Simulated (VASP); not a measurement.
The system is AlIr6.

```
CELL_PARAMETERS angstrom
5.94245 0.00000 0.00000
0.00000 5.94245 0.00000
0.00000 0.00000 5.94245
ATOMIC_POSITIONS crystal
Al 0.00000 0.00000 0.00000
Ir 0.19825 0.50000 0.50000
Ir 0.50000 0.19825 0.50000
Ir 0.80175 0.50000 0.50000
Ir 0.50000 0.80175 0.50000
Ir 0.50000 0.50000 0.19825
Ir 0.50000 0.50000 0.80175
```

Base run:

* Program: VASP 6.6.1
* Functional: PBE
* Potentials or basis: VASP PAW PBE potentials, release 64 (Al, Ir)
* Cutoff: 520 eV
* k mesh: 4 × 4 × 4
* Occupations: gaussian, width 0.1 eV
* Spin: no spin polarisation

Its results: pressure 0.1 GPa; largest force 0.059 eV/Å.

Question: The run is repeated on the same cell with these changes: potentials or basis from VASP PAW PBE potentials, release 64 (Al, Ir) to VASP PAW PBE potentials, release 64 (Al, Ir_sv_GW); cutoff from 520 eV to 500 eV; further incar settings from ALGO = Normal; EDIFF = 1e-06; NBANDS = 38 to ALGO = Normal; EDIFF = 1e-06; NBANDS = 62; valence electrons from 57 to 105. What comes out?

Answer: Pressure -1.3 GPa; largest force 0.004 eV/Å.
